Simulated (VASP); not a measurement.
Write the native input for VASP 6.6.1 that does the following.

* Task: relaxation of cell and atoms
* Functional: PBE
* Potentials or basis: VASP PAW PBE potentials, release 64 (Re, P)
* Cutoff: 600 eV
* k mesh: 12 × 12 × 8
* Occupations: gaussian, width 0.05 eV
* Spin: no spin polarisation
* Dipole correction: no
* Further INCAR settings: ALGO = Fast; EDIFF = 1e-07; IBRION = 2; EDIFFG = -0.01; NSW = 80; ISIF = 3

The structure of ReP lies in POSCAR:

```
ReP
1.0
    3.5986555579      0.0000000000      0.0000000000
   -1.7993277789      3.1165271326      0.0000000000
    0.0000000000      0.0000000000      5.0156448284
Re P
2 2
Direct
    0.0000000000      0.0000000000      0.0000000000
    0.0000000000      0.0000000000      0.5000000000
    0.3333333333      0.6666666667      0.2500000000
    0.6666666667      0.3333333333      0.7500000000
```

One way to write it, as run:

INCAR

```
ALGO = Fast
EDIFF = 1E-7
EDIFFG = -0.01
ENCUT = 600
GGA = PE
IBRION = 2
ISIF = 3
ISMEAR = 0
LASPH = T
LCHARG = F
LREAL = F
LWAVE = F
NELM = 80
NSW = 80
PREC = Accurate
SIGMA = 0.05
```

KPOINTS

```
k-points
0
Gamma
  12 12 8
```

Potentials or basis: VASP PAW PBE potentials, release 64 (Re, P).

Run with:

```sh
$ cat potpaw_PBE.64/Re/POTCAR potpaw_PBE.64/P/POTCAR > POTCAR
$ mpirun -np 1 vasp_std > vasp.out
```

Results of the run:

The relaxed volume is 15.48 Å³/atom and the relaxed cell is a = 3.754 Å, b = 3.754 Å, c = 5.076 Å, α = 90.00°, β = 90.00°, γ = 120.00°. The space group after relaxing (to 0.1 Å) is P6_3/mmc (No. 194) and the energy gained by relaxing is 104.2 meV/atom. The ionic steps are 10. The pressure after relaxing is 0.0 GPa and the band gap on the k mesh is zero (bands 12 and 13 overlap by 1.08 eV).

Caveat: spin-orbit coupling is left out, which moves the levels of the heavy elements.

Run time: 27 min on 1 thread of Oxide Virtual Turin-like Processor, with other jobs on the host, peak memory 0.24 GiB.
